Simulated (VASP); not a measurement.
The system is ZnS.

```
CELL_PARAMETERS angstrom
0.00000 2.70362 2.70362
2.70362 0.00000 2.70362
2.70362 2.70362 0.00000
ATOMIC_POSITIONS crystal
Zn 0.00000 0.00000 0.00000
S 0.25000 0.25000 0.25000
```

- Program: VASP 6.6.1
- Task: relaxation of cell and atoms
- Functional: PBEsol
- Potentials or basis: VASP PAW PBE potentials, release 64 (Zn, S)
- Cutoff: 500 eV
- k mesh: 10 × 10 × 10
- Occupations: gaussian, width 0.02 eV
- Spin: no spin polarisation

At the start: pressure -1.9 GPa; volume 19.76 Å³/atom.

Q: How do energy, volume and symmetry change on relaxing?

A: Over 3 steps the energy falls by 3.1 meV/atom and the volume is 19.26 Å³/atom (-2.6 %); space group F-43m (No. 216, to 0.1 Å) before and after.

The path:
```csv
step,energy change (eV),largest force (eV/Å),pressure (GPa),volume (Å³)
1,0.0000,0.0000,-1.92,39.52
2,-0.0055,0.0000,0.70,38.18
3,-0.0062,0.0000,0.01,38.51
```

Final structure:
```
Zn S
1.0
     0.00000    2.68037    2.68037
     2.68037    0.00000    2.68037
     2.68037    2.68037    0.00000
Zn S
1 1
Direct
  0.00000 0.00000 0.00000
  0.25000 0.25000 0.25000
```

Caveat: the PAW data sets were made with another functional, which shifts forces and pressure a little.
